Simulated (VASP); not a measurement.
# Ag (I4/mmm) in VASP: further runs

Ag is run at these levels: PBE, r2SCAN; tasks: single point.

All numbers are computed with VASP 6.6.1; they aren't measurements. Logs are shortened: lines on timing, memory, paths and dates and some standing lists are left out, and cuts for length are marked.

### Step 1. The cell of the first run

The structure is tetragonal, space group I4/mmm (No. 139). The conventional cell has a = 3.311 Å, b = 3.311 Å, c = 3.295 Å, α = 90.00°, β = 90.00°, γ = 90.00°. Within 3.8 Å of Ag (site symmetry 4/mmm) lie 14 Ag at 2.86 to 3.31 Å.

This isn't the form of Ag at room conditions, which is fcc.

### Step 2. Single point, PBE

Contents of INCAR:

```
SYSTEM = Ag
ALGO     = Fast           ! electronic algorithm
EDIFF    = 1E-7           ! SCF threshold, eV
ENCUT    = 520            ! plane-wave cutoff, eV
GGA      = PE             ! functional
ISIF     = 2              ! what is computed and relaxed
ISMEAR   = 0              ! smearing method
LASPH    = .TRUE.         ! aspherical terms in the spheres
LCHARG   = .FALSE.        ! write CHGCAR
LREAL    = .FALSE.        ! projectors in reciprocal space
LWAVE    = .FALSE.        ! write WAVECAR
NBANDS   = 12             ! bands
NELM     = 60             ! most SCF steps
PREC     = Accurate       ! precision mode
SIGMA    = 0.15           ! smearing width, eV
```

Contents of KPOINTS:

```
k-points
0
G
  20 20 20
  0 0 0
```

Contents of POSCAR:

```
Ag
1.0
   -1.6473757300      1.6556540000      1.6556540000
    1.6473757300     -1.6556540000      1.6556540000
    1.6473757300      1.6556540000     -1.6556540000
Ag
1
Direct
    0.0000000000      0.0000000000      0.0000000000
```

Potentials or basis: VASP PAW PBE potentials, release 64 (Ag).

Command:

```
$ cat potpaw_PBE.64/Ag/POTCAR > POTCAR
$ mpirun -np 1 vasp_std > vasp.out
```

OUTCAR:

```text
SYSTEM = Ag
   EDIFF = 1E-7
   ENCUT = 520
   GGA = PE
   ISIF = 2
   ISMEAR = 0
   LASPH = .TRUE.
   LREAL = .FALSE.
   NELM = 60
   PREC = Accurate

 ion  position               nearest neighbor table
   1  0.000  0.000  0.000-

  LATTYP: Found a body centered tetragonal cell.
 ALAT       =     3.3113080000
 C/A-ratio  =     0.9950000000

  Lattice vectors:

 A1 = (  -1.6473757300,   1.6556540000,  -1.6556540000)
 A2 = (  -1.6473757300,  -1.6556540000,   1.6556540000)
 A3 = (   1.6473757300,   1.6556540000,   1.6556540000)

Analysis of symmetry for initial positions (statically):
=====================================================================
 Subroutine PRICEL returns:
 Original cell was already a primitive cell.

 Routine SETGRP: Setting up the symmetry group for a
 body centered tetragonal supercell.

 Subroutine GETGRP returns: Found 16 space group operations
 (whereof 16 operations were pure point group operations)
 out of a pool of 16 trial point group operations.

The static configuration has the point symmetry D_4h.

Analysis of symmetry for dynamics (positions and initial velocities):
=====================================================================
 Subroutine PRICEL returns:
 Original cell was already a primitive cell.

 Routine SETGRP: Setting up the symmetry group for a
 body centered tetragonal supercell.

 Subroutine GETGRP returns: Found 16 space group operations
 (whereof 16 operations were pure point group operations)
 out of a pool of 16 trial point group operations.

The dynamic configuration has the point symmetry D_4h.

 Subroutine INISYM returns: Found 16 space group operations
 (whereof 16 operations are pure point group operations),
 and found     1 'primitive' translations

----------------------------------------------------------------------------------------

                                     Primitive cell

  volume of cell :      18.0631

  direct lattice vectors                    reciprocal lattice vectors
    -1.647375730  1.655654000  1.655654000     0.000000000  0.301995465  0.301995465
     1.647375730 -1.655654000  1.655654000     0.303513030  0.000000000  0.301995465
     1.647375730  1.655654000 -1.655654000     0.303513030  0.301995465  0.000000000

  length of vectors
     2.862905365  2.862905365  2.862905365     0.427086083  0.428160508  0.428160508

  position of ions in fractional coordinates (direct lattice)
     0.000000000  0.000000000  0.000000000

  ion indices of the primitive-cell ions
   primitive index   ion index
                 1           1

----------------------------------------------------------------------------------------

 KPOINTS: k-points

Automatic generation of k-mesh.
 Grid dimensions read from file:
 generate k-points for:   20   20   20

 Generating k-lattice:

  Cartesian coordinates                     Fractional coordinates (reciprocal lattice)
     0.000000000  0.015099773  0.015099773     0.050000000  0.000000000  0.000000000
     0.015175652  0.000000000  0.015099773    -0.000000000  0.050000000  0.000000000
     0.015175652  0.015099773  0.000000000    -0.000000000  0.000000000  0.050000000

  Length of vectors
     0.021354304  0.021408025  0.021408025

  Shift w.r.t. Gamma in fractional coordinates (k-lattice)
     0.000000000  0.000000000  0.000000000

 Subroutine IBZKPT returns following result:
 ===========================================

 Found    641 irreducible k-points:

 Following reciprocal coordinates:
            Coordinates               Weight
  0.000000  0.000000  0.000000      1.000000
  0.050000  0.000000  0.000000      4.000000
  0.100000  0.000000  0.000000      4.000000
  0.150000  0.000000  0.000000      4.000000
  0.200000  0.000000  0.000000      4.000000
  0.250000  0.000000  0.000000      4.000000
[... 16 lines left out ...]
  0.050000  0.100000  0.000000     16.000000
  0.100000  0.100000 -0.000000     16.000000
 [... further k-points ...]
   k-points           NKPTS =    641   k-points in BZ     NKDIM =    641   number of bands    NBANDS=     12
   number of dos      NEDOS =    301   number of ions     NIONS =      1
   total plane-waves  NPLWV =  13824
   dimension x,y,z NGX =    24 NGY =   24 NGZ =   24
   dimension x,y,z NGXF=    48 NGYF=   48 NGZF=   48
   ions per type =               1
   NGX,Y,Z   is equivalent  to a cutoff of  13.94, 13.94, 13.94 a.u.
   NGXF,Y,Z  is equivalent  to a cutoff of  27.87, 27.87, 27.87 a.u.
 SYSTEM =  Ag
   PREC   = accura    normal or accurate (medium, high low for compatibility)
   ISTART =      0    job   : 0-new  1-cont  2-samecut
   ICHARG =      2    charge: 1-file 2-atom 10-const
   ISPIN  =      1    spin polarized calculation?
   LNONCOLLINEAR =      F non collinear calculations
   LSORBIT =      F    spin-orbit coupling
   LASPH  =      T    aspherical Exc in radial PAW
   ENCUT  =  520.0 eV  38.22 Ry    6.18 a.u.   5.32  5.32  5.32*2*pi/ulx,y,z
   NELM   =     60;   NELMIN=  2; NELMDL= -5     # of ELM steps
   EDIFF  = 0.1E-06   stopping-criterion for ELM
   LREAL  =      F    real-space projection
   EDIFFG = 0.1E-05   stopping-criterion for IOM
   NSW    =      0    number of steps for IOM
   IBRION =     -1    ionic relax: 0-MD 1-quasi-New 2-CG
   NFREE  =      0    steps in history (QN), initial steepest desc. (CG)
   ISIF   =      2    stress and relaxation
   ISYM   =      2    0-nonsym 1-usesym 2-fastsym
   POTIM  = 0.5000    time-step for ionic-motion
   TEBEG  =    0.0;   TEEND  =   0.0 temperature during run
   PSTRESS=    0.0 pullay stress
   NELECT =      11.0000    total number of electrons
   NUPDOWN=      -1.0000    fix difference up-down
   EMIN   =  10.00;   EMAX   =-10.00  energy-range for DOS
   EFERMI =   0.00;   METHOD = LEGACY
   ISMEAR =     0;   SIGMA  =   0.15  broadening in eV -4-tet -1-fermi 0-gaus
   EFERMI_NEDOS =   21; number of points for ismear=-14 and -15
   IALGO  =     68    algorithm
   IMIX   =      4    mixing-type and parameters
     AMIX     =   0.40;   BMIX     =  1.00
     AMIX_MAG =   1.60;   BMIX_MAG =  1.00
  volume/ion in A,a.u.               =      18.06       121.90
  Fermi-wavevector in a.u.,A,eV,Ry     =   1.387635  2.622249 26.198423  1.925530
  Thomas-Fermi vector in A             =   2.511837
   LORBIT       =      0    0 simple, 1 ext, 2 COOP (PROOUT), +10 PAW based schemes
   GGA     = PE    functional components
   LHFCALC =     F    Hartree Fock is set to
   AEXX    =    0.0000 exact exchange contribution
   IVDW    =     0    specifies the selected vdW correction
   LEPSILON=     F    determine dielectric tensor
   LRPA    =     F    only Hartree local field effects (RPA)
 non-spin polarized calculation
 RMM-DIIS sequential band-by-band and
 Gauss-broadening in eV      SIGMA  =   0.15
  energy-cutoff  :      520.00
  volume of cell :       18.06
 maximum number of plane-waves:       498
 NGX is ok and might be reduce to    24
   NGX = 11   NGY = 11   NGZ = 11

 number of electron      11.0000002 magnetization

 Free energy of the ion-electron system (eV)
  ---------------------------------------------------
  ext. energy  EPLUGINS =         0.00000000
  ---------------------------------------------------
  free energy    TOTEN  =        -2.68524436 eV

  energy without entropy =       -2.68028918  energy(sigma->0) =       -2.68276677

 E-fermi :   7.6834     XC(G=0): -11.8675

 val. band max:        7.6821413530   @ k =   0.4500  -0.4000   0.1000
 cond. band min:       7.7091472214   @ k =   0.5000   0.0000   0.0000
 fundamental gap:      0.0270058683
 Fermi energy:         7.6833551943

 k-point     1 :       0.0000    0.0000    0.0000
  band No.  band energies     occupation
      1       0.3085      2.00000
      2       2.9301      2.00000
      3       2.9509      2.00000
      4       2.9509      2.00000
      5       4.1445      2.00000
      6       4.1682      2.00000
      7      25.3981      0.00000
      8      25.3981      0.00000
      9      25.4832      0.00000
     10      30.8235      0.00000
     11      30.8243      0.00000
     12      30.9550      0.00000

 k-point     2 :       0.0500    0.0000    0.0000
  band No.  band energies     occupation
      1       0.3875      2.00000
      2       2.9326      2.00000
      3       2.9335      2.00000
      4       2.9941      2.00000
      5       4.1239      2.00000
      6       4.1690      2.00000
      7      25.1724      0.00000
      8      25.3757      0.00000
      9      25.5300      0.00000
     10      29.7441      0.00000
     11      29.8314      0.00000
     12      30.4089      0.00000

 k-point     3 :       0.1000    0.0000    0.0000
  band No.  band energies     occupation
      1       0.6180      2.00000
      2       2.8798      2.00000
      3       2.9453      2.00000
      4       3.1215      2.00000
      5       4.0711      2.00000
      6       4.1719      2.00000
      7      24.3926      0.00000
      8      25.2142      0.00000
      9      25.6633      0.00000
     10      28.6753      0.00000
     11      28.8501      0.00000
     12      29.2419      0.00000
[... 286 lines left out ...]
 k-point    23 :       0.0500    0.1000    0.0000
  band No.  band energies     occupation
      1       0.8401      2.00000
      2       2.8377      2.00000
      3       2.9361      2.00000
      4       3.2592      2.00000
      5       4.0337      2.00000
      6       4.1744      2.00000
      7      23.8172      0.00000
      8      24.6592      0.00000
      9      25.7657      0.00000
     10      27.4079      0.00000
     11      28.5783      0.00000
     12      29.3400      0.00000

 k-point    24 :       0.1000    0.1000   -0.0000
  band No.  band energies     occupation
      1       1.1812      2.00000
      2       2.8111      2.00000
      3       2.8738      2.00000
      4       3.5066      2.00000
      5       3.9680      2.00000
      6       4.2006      2.00000
      7      22.9404      0.00000
      8      23.4496      0.00000
      9      26.0205      0.00000
     10      26.1155      0.00000
     11      28.5366      0.00000
     12      29.7312      0.00000

 [... further k-points ...]

------------------------ aborting loop because EDIFF is reached ----------------------------------------

  FORCE on cell =-STRESS in cart. coord.  units (eV):
  Direction    XX          YY          ZZ          XY          YZ          ZX
  --------------------------------------------------------------------------------------
  -------------------------------------------------------------------------------------
  Total       -0.0479220     -0.0336730     -0.0336730      0.0000000      0.0000000      0.0000000
  in kB       -4.2506303     -2.9867587     -2.9867587      0.0000000      0.0000000      0.0000000
  external PRESSURE =      -3.4080492 kB  Pullay stress =       0.0000000 kB

 VOLUME and BASIS-vectors are now :
 -----------------------------------------------------------------------------
  energy-cutoff  :      520.00
  volume of cell :       18.06
      direct lattice vectors                 reciprocal lattice vectors
    -1.647375730  1.655654000  1.655654000     0.000000000  0.301995465  0.301995465
     1.647375730 -1.655654000  1.655654000     0.303513030  0.000000000  0.301995465
     1.647375730  1.655654000 -1.655654000     0.303513030  0.301995465  0.000000000

 POSITION                                       TOTAL-FORCE (eV/Angst)
 -----------------------------------------------------------------------------------
      0.00000      0.00000      0.00000         0.000000      0.000000      0.000000
 -----------------------------------------------------------------------------------
    total drift:                               -0.000000      0.000000      0.000000

  FREE ENERGIE OF THE ION-ELECTRON SYSTEM (eV)
  ---------------------------------------------------
  free  energy   TOTEN  =        -2.6852443604 eV

  energy  without entropy=       -2.6802891798  energy(sigma->0) =       -2.68276677
```

It took 35 s on 1 thread of Intel Xeon 6975P-C (Granite Rapids), shared host; peak memory 0.25 GiB.

What came out:

```
Free energy            : -2.6852 eV
Pressure               : -0.3 GPa
Band gap on the k mesh : zero (an odd number of electrons rules out a gap without spin polarisation)
```

Levels at points of the mesh, in eV from the Fermi level:
```
           k point  band 4  band 5  band 6  band 7  band 8  band 9
(0.00, 0.00, 0.00)   -4.73   -3.54   -3.52   17.71   17.71   17.80
(0.50, 0.00, 0.00)   -3.43   -2.62    0.03    3.78   13.17   14.04
(0.00, 0.50, 0.00)   -3.42   -2.61    0.05    3.83   13.09   13.93
(0.50, 0.50, 0.50)   -2.84   -2.83    6.68    6.68    6.82   12.01
```

### Step 3. Single point, r2SCAN (strain -0.0050 x Voigt [1, 0, 0, 0, 0, 0])

POSCAR is that of step 2.

Contents of INCAR.step1:

```
SYSTEM = Ag
PREC = Accurate ; ENCUT = 520
ISMEAR = 0 ; SIGMA = 0.15
LREAL = .False. ; LASPH = .True.
NELM = 100 ; NBANDS = 12
GGA = PE ; ALGO = Normal
EDIFF = 1E-4 ; LWAVE = .True.
LCHARG = .False.
```

Contents of INCAR.step2:

```
SYSTEM = Ag
PREC = Accurate ; ENCUT = 520
EDIFF = 1E-6 ; ISMEAR = 0
SIGMA = 0.15 ; LREAL = .False.
LASPH = .True. ; NELM = 100
ALGO = Normal ; ISIF = 2
LWAVE = .False. ; LCHARG = .False.
METAGGA = R2SCAN ; LMIXTAU = .True.
NBANDS = 12 ; ISTART = 1
```

Contents of KPOINTS:

```
regular mesh
0
Gamma
  20 20 20
  0 0 0
```

Potentials or basis: VASP PAW PBE potentials, release 64 (Ag).

Command:

```
$ cat potpaw_PBE.64/Ag/POTCAR > POTCAR
$ cp INCAR.step1 INCAR
$ mpirun -np 1 vasp_std > vasp.out
$ cp INCAR.step2 INCAR
$ mpirun -np 1 vasp_std > vasp.out
```

Run time: 2 min. Hardware: 1 thread of Intel Xeon 6975P-C (Granite Rapids), shared host; peak memory 0.25 GiB.

Results (log left out):

```yaml
Free_energy: -21.3176 eV
Pressure: -3.1 GPa
Band_gap_on_the_k_mesh: zero (an odd number of electrons rules out a gap without spin polarisation)
```

Stress tensor (GPa, compression positive):
```
-3.14  0.00  0.00
 0.00 -3.02  0.00
 0.00  0.00 -3.02
```

Levels at points of the mesh, in eV from the Fermi level:
| k point | band 3 | band 4 | band 5 | band 6 | band 7 | band 8 | band 9 | band 10 |
| --- | --- | --- | --- | --- | --- | --- | --- | --- |
| (0.00, 0.00, 0.00) | -5.07 | -5.07 | -3.86 | -3.84 | 18.42 | 18.42 | 18.51 | 23.98 |
| (0.50, 0.00, 0.00) | -3.91 | -3.75 | -2.91 | 0.10 | 3.89 | 13.70 | 14.61 | 19.94 |
| (0.00, 0.50, 0.00) | -3.89 | -3.74 | -2.91 | 0.13 | 3.94 | 13.62 | 14.49 | 19.86 |
| (0.50, 0.50, 0.50) | -3.14 | -3.14 | -3.13 | 6.99 | 6.99 | 7.13 | 12.45 | 13.34 |

Caveat: the cell differs from its parent crystal (strain -0.0050 x Voigt [1, 0, 0, 0, 0, 0]); the cell stands under tension; the PAW data sets were made with another functional, which shifts forces and pressure a little.
